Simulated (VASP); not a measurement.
Input of a VASP 6.6.1 run:

Contents of INCAR:

```
  PREC = Accurate
  ENCUT = 600
  EDIFF = 1E-6
  ISMEAR = 0
  SIGMA = 0.05
  LREAL = F
  LASPH = T
  NELM = 120
  ALGO = Normal
  ISIF = 2
  LWAVE = F
  LCHARG = F
  GGA = B5
  ALDAX = 1.0
  AGGAX = 1.0
  AGGAC = 1.0
  ALDAC = 0.0
  IVDW = 12
  VDW_S6 = 1.0
  VDW_S8 = 2.6996
  VDW_A1 = 0.4298
  VDW_A2 = 4.2359
  NBANDS = 11
  GGA_COMPAT = F
```

Contents of KPOINTS:

```
Automatic mesh
0
Gamma
  8 8 8
```

Contents of POSCAR:

```
BeS
1.0
    0.0000000000      2.3833055921      2.3833055921
    2.3833055921      0.0000000000      2.3833055921
    2.3833055921      2.3833055921      0.0000000000
Be S
1 1
Direct
    0.0000000000      0.0000000000      0.0000000000
    0.7500000000      0.7500000000      0.7500000000
```

Potentials or basis: VASP PAW PBE potentials, release 64 (Be, S).

Launch:

```sh
$ cat potpaw_PBE.64/Be/POTCAR potpaw_PBE.64/S/POTCAR > POTCAR
$ mpirun -np 1 vasp_std > vasp.out
```

Estimate the dispersion energy per atom.

-0.667 eV.

Predict the band gap on the k mesh.

3.30 eV (least direct gap 5.77 eV).

 A hybrid or GW would open this gap; BLYP tends to underestimate it.
